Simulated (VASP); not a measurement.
# MgO2 (R-3m) in VASP: notebook, part 2 of 2

VASP 6.6.1.

## 4. Single point, r2SCAN (strain +0.030 along x and y, -0.030 along z)

File POSCAR:

```
MgO2
1.0
    1.6529038465      0.9543044807      3.3891595087
   -1.6529038465      0.9543044807      3.3891595087
    0.0000000000     -1.9086089614      3.3891595087
Mg O
1 2
Direct
    0.0000000000      0.0000000000      0.0000000000
    0.4287860000      0.4287860000      0.4287860000
    0.5712140000      0.5712140000      0.5712140000
```

File INCAR.step1:

```
PREC = Accurate
ENCUT = 520
ISMEAR = 0
SIGMA = 0.05
LREAL = F
LASPH = T
NELM = 60
NBANDS = 14
GGA = PE
ALGO = Normal
EDIFF = 1E-4
LWAVE = T
LCHARG = F
```

File INCAR.step2:

```
PREC = Accurate
ENCUT = 520
EDIFF = 1E-7
ISMEAR = 0
SIGMA = 0.05
LREAL = F
LASPH = T
NELM = 60
ALGO = Normal
ISIF = 2
LWAVE = F
LCHARG = F
METAGGA = R2SCAN
LMIXTAU = T
NBANDS = 14
ISTART = 1
```

File KPOINTS:

```
Automatic mesh
0
Gamma
  12 12 12
```

Potentials or basis: VASP PAW PBE potentials, release 64 (Mg, O).

Command:

```console
cat potpaw_PBE.64/Mg/POTCAR potpaw_PBE.64/O/POTCAR > POTCAR
cp INCAR.step1 INCAR
mpirun -np 1 vasp_std > vasp.out
cp INCAR.step2 INCAR
mpirun -np 1 vasp_std > vasp.out
```

OUTCAR:

```text
PREC = Accurate
   ENCUT = 520
   EDIFF = 1E-7
   ISMEAR = 0
   LREAL = F
   LASPH = T
   NELM = 60
   ISIF = 2
   METAGGA = R2SCAN
   ISTART = 1

 ion  position               nearest neighbor table
   1  0.000  0.000  0.000-   3 2.14   2 2.14   3 2.14   3 2.14   2 2.14   2 2.14
   2  0.429  0.429  0.429-   3 1.45   1 2.14   1 2.14   1 2.14
   3  0.571  0.571  0.571-   2 1.45   1 2.14   1 2.14   1 2.14

  LATTYP: Found a trigonal (rhomboedric) cell.
 ALAT       =     3.8896259901
 COS(alpha) =     0.6388318127

  Lattice vectors:

 A1 = (   1.6529038465,   0.9543044807,   3.3891595087)
 A2 = (  -1.6529038465,   0.9543044807,   3.3891595087)
 A3 = (   0.0000000000,  -1.9086089614,   3.3891595087)

Analysis of symmetry for initial positions (statically):
=====================================================================
 Subroutine PRICEL returns:
 Original cell was already a primitive cell.

 Routine SETGRP: Setting up the symmetry group for a
 trigonal (rhombohedral) supercell.

 Subroutine GETGRP returns: Found 12 space group operations
 (whereof 12 operations were pure point group operations)
 out of a pool of 12 trial point group operations.

The static configuration has the point symmetry D_3d.

Analysis of symmetry for dynamics (positions and initial velocities):
=====================================================================
 Subroutine PRICEL returns:
 Original cell was already a primitive cell.

 Routine SETGRP: Setting up the symmetry group for a
 trigonal (rhombohedral) supercell.

 Subroutine GETGRP returns: Found 12 space group operations
 (whereof 12 operations were pure point group operations)
 out of a pool of 12 trial point group operations.

The dynamic configuration has the point symmetry D_3d.

[... 126 lines left out ...]
   LHFCALC =     F    Hartree Fock is set to
   AEXX    =    0.0000 exact exchange contribution
   IVDW    =     0    specifies the selected vdW correction
   LEPSILON=     F    determine dielectric tensor
   LRPA    =     F    only Hartree local field effects (RPA)
 non-spin polarized calculation
 Gauss-broadening in eV      SIGMA  =   0.05
  energy-cutoff  :      520.00
  volume of cell :       32.08
 maximum number of plane-waves:       880
 NGX is ok and might be reduce to    30
   NGX = 15   NGY = 15   NGZ = 15

 number of electron      13.9999999 magnetization

 Free energy of the ion-electron system (eV)
  ---------------------------------------------------
  ext. energy  EPLUGINS =         0.00000000
  ---------------------------------------------------
  free energy    TOTEN  =       -21.42609510 eV

  energy without entropy =      -21.42609510  energy(sigma->0) =      -21.42609510

 E-fermi :   2.5689     XC(G=0): -10.5720

 val. band max:        2.3367248758   @ k =   0.5000   0.5000   0.5000
 cond. band min:       5.8786391139   @ k =   0.3333   0.3333   0.3333
 fundamental gap:      3.5419142381
 Fermi energy:         2.5689320607

 k-point     1 :       0.0000    0.0000    0.0000
  band No.  band energies     occupation
      1     -20.4889      2.00000
      2     -12.8463      2.00000
      3      -5.3616      2.00000
      4      -1.5686      2.00000
      5      -1.5686      2.00000
      6       1.4607      2.00000
      7       1.4607      2.00000
      8       6.8622      0.00000
      9       8.4462      0.00000
     10      15.6214      0.00000
     11      17.1937      0.00000
     12      17.1937      0.00000
     13      17.7452      0.00000
     14      19.1110      0.00000
[... 377 lines left out ...]
      1     -20.0575      2.00000
      2     -13.2677      2.00000
      3      -4.4812      2.00000
      4      -3.6258      2.00000
      5      -2.1736      2.00000
      6       0.8934      2.00000
      7       1.3856      2.00000
      8       7.7931      0.00000
      9      11.6226      0.00000
     10      12.5024      0.00000
     11      15.5668      0.00000
     12      17.5835      0.00000
     13      18.1867      0.00000
     14      19.5009      0.00000

 [... further k-points ...]

------------------------ aborting loop because EDIFF is reached ----------------------------------------

  FORCE on cell =-STRESS in cart. coord.  units (eV):
  Direction    XX          YY          ZZ          XY          YZ          ZX
  --------------------------------------------------------------------------------------
  -------------------------------------------------------------------------------------
  Total       -2.6122253     -2.6122253      1.9621885      0.0000000      0.0000000     -0.0000000
  in kB     -130.4798333   -130.4798333     98.0107033      0.0000000      0.0000000     -0.0000000
  external PRESSURE =     -54.3163211 kB  Pullay stress =       0.0000000 kB

 VOLUME and BASIS-vectors are now :
 -----------------------------------------------------------------------------
  energy-cutoff  :      520.00
  volume of cell :       32.08
      direct lattice vectors                 reciprocal lattice vectors
     1.652903847  0.954304481  3.389159509     0.302497935  0.174647264  0.098352802
    -1.652903847  0.954304481  3.389159509    -0.302497935  0.174647264  0.098352802
     0.000000000 -1.908608961  3.389159509     0.000000000 -0.349294528  0.098352802

 POSITION                                       TOTAL-FORCE (eV/Angst)
 -----------------------------------------------------------------------------------
      0.00000      0.00000      0.00000         0.000000      0.000000     -0.000000
      0.00000      0.00000      4.35967         0.000000     -0.000000     -1.413425
      0.00000      0.00000      5.80781         0.000000      0.000000      1.413425
 -----------------------------------------------------------------------------------
    total drift:                                0.000000     -0.000000      0.000000

  FREE ENERGIE OF THE ION-ELECTRON SYSTEM (eV)
  ---------------------------------------------------
  free  energy   TOTEN  =       -21.4260950962 eV

  energy  without entropy=      -21.4260950962  energy(sigma->0) =      -21.42609510
```

OUTCAR.step1:

```text
PREC = Accurate
   ENCUT = 520
   ISMEAR = 0
   LREAL = F
[... 635 lines left out ...]
      0.00000      0.00000      0.00000        -0.000000      0.000000      0.000000
      0.00000      0.00000      4.35967         0.000000      0.000000     -1.424110
      0.00000      0.00000      5.80781         0.000000     -0.000000      1.424110
 -----------------------------------------------------------------------------------
    total drift:                                0.000000     -0.000000      0.000000

  FREE ENERGIE OF THE ION-ELECTRON SYSTEM (eV)
  ---------------------------------------------------
  free  energy   TOTEN  =       -16.2757151218 eV

  energy  without entropy=      -16.2757151218  energy(sigma->0) =      -16.27571512
```

OSZICAR.step1:

```text
N       E                     dE             d eps       ncg     rms          rms(c)
DAV:   1     0.489085535590E+02    0.48909E+02   -0.75763E+03  5732   0.910E+02
DAV:   2    -0.153711729496E+02   -0.64280E+02   -0.60021E+02  7094   0.195E+02
DAV:   3    -0.177942289800E+02   -0.24231E+01   -0.24162E+01  6066   0.370E+01
DAV:   4    -0.178034187386E+02   -0.91898E-02   -0.91893E-02  6534   0.262E+00
DAV:   5    -0.178034665287E+02   -0.47790E-04   -0.47790E-04  6132   0.178E-01    0.864E+00
DAV:   6    -0.163817375119E+02    0.14217E+01   -0.23690E+00  5688   0.127E+01    0.357E+00
DAV:   7    -0.162763448031E+02    0.10539E+00   -0.18353E-01  5862   0.367E+00    0.175E+00
DAV:   8    -0.162740408481E+02    0.23040E-02   -0.65149E-02  5466   0.240E+00    0.258E-01
DAV:   9    -0.162756635814E+02   -0.16227E-02   -0.13214E-02  5826   0.849E-01    0.106E-01
DAV:  10    -0.162757151218E+02   -0.51540E-04   -0.82579E-04  6198   0.257E-01
   1 F= -.16275715E+02 E0= -.16275715E+02  d E =-.202504E-21
```

It took 6.2 min on 1 thread of Intel Xeon Platinum 8259CL at 2.50GHz (Skylake/Cascade Lake), shared host; peak memory 0.23 GiB.

What came out:

- Free energy: -21.4261 eV
- Pressure: -5.4 GPa
- Largest force: 1.413 eV/Å
- Band gap on the k mesh: 3.54 eV (least direct gap 3.61 eV)

Forces on the atoms (eV/Å):
```
Mg   0.000  0.000  0.000
O    0.000  0.000 -1.413
O    0.000  0.000  1.413
```

Levels at points of the mesh, in eV from the valence-band top:
```tsv
k point	band 3	band 4	band 5	band 6	band 7	band 8	band 9	band 10	band 11	band 12
(0.00, 0.00, 0.00)	-7.70	-3.91	-3.91	-0.88	-0.88	4.53	6.11	13.28	14.86	14.86
(0.50, 0.00, 0.00)	-6.75	-6.35	-4.16	-1.33	-0.89	5.50	8.70	10.09	13.15	14.94
(0.50, 0.50, 0.00)	-6.09	-5.66	-4.91	-1.99	-0.04	4.86	7.77	10.88	13.15	13.79
(0.50, 0.50, 0.50)	-5.01	-4.45	-4.45	0.00	0.00	3.62	4.90	10.23	14.01	14.01
```

Caveat: the cell differs from its parent crystal (strain +0.030 along x and y, -0.030 along z); the cell stands under tension; the PAW data sets were made with another functional, which shifts forces and pressure a little. A k mesh can miss the band edges.

## 5. Overview

| cell | gap on the mesh (eV) | pressure (GPa) | largest force (eV/Å) |
| --- | --- | --- | --- |
| a = 3.922 Å, angles 49.1°, 3 atoms | 3.27 | -5.8 | 0.69 |
| a = 4.048 Å, angles 46.7°, 3 atoms | 2.32 | -10.6 | 0.65 |
| a = 3.890 Å, angles 50.3°, 3 atoms | 3.54 | -5.4 | 1.41 |

Alike in all rows: task single point; level r2SCAN; potentials or basis VASP PAW PBE potentials, release 64 (Mg, O); no spin polarisation; k mesh 12 × 12 × 12; cutoff (eV) 520; smearing gaussian 0.05 eV.

Caveats: the cell stands under tension; the PAW data sets were made with another functional, which shifts forces and pressure a little.

Total energies depend on the potentials used, so only differences within one code and one set of settings carry meaning.
